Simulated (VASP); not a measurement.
Ni, 1 atom in the cell. Symmetry: Fm-3m, No. 225, cubic system. Conventional cell: a = 3.455 Å, b = 3.455 Å, c = 3.455 Å, α = 90.00°, β = 90.00°, γ = 90.00°. Ni (site symmetry m-3m) has 12 Ni at 2.44 Å within 3.2 Å. 

```yaml
Program: VASP 6.6.1
Task: single point
Functional: r2SCAN
Potentials_or_basis: VASP PAW PBE potentials, release 64 (Ni)
Cutoff: 520 eV
k_mesh: 22 × 22 × 22
Occupations: gaussian, width 0.05 eV
Spin: collinear spin, ferromagnetic start
Starting_moments: "[0.9] μB"
Dipole_correction: no
Further_INCAR_settings: ALGO = Normal; EDIFF = 1e-07; NBANDS = 15
```

Potentials or basis: VASP PAW PBE potentials, release 64 (Ni).

Launch:

```bash
$ cat potpaw_PBE.64/Ni/POTCAR > POTCAR
$ cp INCAR.step1 INCAR
$ mpirun -np 1 vasp_std > vasp.out
$ cp INCAR.step2 INCAR
$ mpirun -np 1 vasp_std > vasp.out
```

Hardware: 1 thread of Intel(R) Xeon(R) Platinum 8259CL CPU @ 2.50GHz (Skylake/Cascade Lake) (shared host).

Question: Estimate the wall time of this run.

Answer: It took 7.8 min on 1 thread of Intel(R) Xeon(R) Platinum 8259CL CPU @ 2.50GHz (Skylake/Cascade Lake), on a shared host, peak memory 0.19 GiB. Counts: k points 328.
